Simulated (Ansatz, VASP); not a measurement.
**Rb: VASP beside Ansatz**

```
Rb
1.0
     5.27194    0.00000    0.00000
    -2.63597    4.56564    0.00000
     0.00000    0.00000    8.62027
Rb
2
Direct
  0.33333 0.66667 0.27961
  0.66667 0.33333 0.72039
```

Alike in both runs: task single point; functional PBE; k mesh 9 × 9 × 6; occupations gaussian, width 0.1 eV; no spin polarisation.

|  | VASP | Ansatz |
| --- | --- | --- |
| version | VASP 6.6.1 | Ansatz 0.2.0 |
| potentials or method | VASP PAW PBE potentials, release 64 (Rb_sv), cutoff 520 eV | scalar-relativistic, plane waves, PAW |
| valence electrons in the cell | 18 | 18 |

Ansatz gave:

```
gap on the k mesh at the Fermi level (eV)                     : none
pressure (GPa)                                                : -0.2
traceless stress, the component that is largest in VASP (GPa) : 0.08
rms of the force components (eV/Å)                            : 0.068
```

What did VASP give for the same quantities?

gap on the k mesh at the Fermi level (eV): none; pressure (GPa): -0.2; traceless stress, the component that is largest in VASP (GPa): 0.08; rms of the force components (eV/Å): 0.067.

Atom by atom the forces differ by 0.001 eV/Å (rms over components). A gap of «none» marks a metal or a gap that the smearing closes. With one functional, cell and mesh, what is left measures potentials, basis and numerics.
